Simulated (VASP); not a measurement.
Here is a VASP 6.6.1 calculation.

INCAR

```
PREC = Accurate ; ENCUT = 520
EDIFF = 1E-7 ; ISMEAR = -1
SIGMA = 0.05 ; LREAL = F
LASPH = T ; NELM = 100
ALGO = Normal ; ISIF = 2
LWAVE = F ; LCHARG = F
GGA = PS ; NBANDS = 21
```

KPOINTS

```
regular mesh
0
Gamma
  10 10 10
```

Contents of POSCAR:

```
W
1.0
    0.0000000000      2.7225927735      2.7225927735
    2.7225927735      0.0000000000      2.7225927735
    2.7225927735      2.7225927735      0.0000000000
W
2
Direct
   -0.2825000000     -0.0725000000     -0.0725000000
    0.2825000000      0.0725000000      0.0725000000
```

Potentials or basis: VASP PAW PBE potentials, release 64 (W_sv).

Launch:

```console
$ cat potpaw_PBE.64/W_sv/POTCAR > POTCAR
$ mpirun -np 1 vasp_std > vasp.out
```

Problem. Predict the pressure.

Solution. 444.2 GPa.

Problem. Estimate the band gap on the k mesh.

Solution. Zero (bands 14 and 15 overlap by 1.06 eV).

Problem. What does it give for the largest force?

Solution. 238.875 eV/Å.

Stress tensor (GPa, compression positive):
```
 444.17 -442.52 -442.52
-442.52  444.17  442.52
-442.52  442.52  444.17
```

Caveat: atoms lie so close that the PAW spheres overlap strongly, which falsifies energies and pressures; the cell stands under pressure; the PAW data sets were made with another functional, which shifts forces and pressure a little; spin-orbit coupling is left out, which moves the levels of the heavy elements.
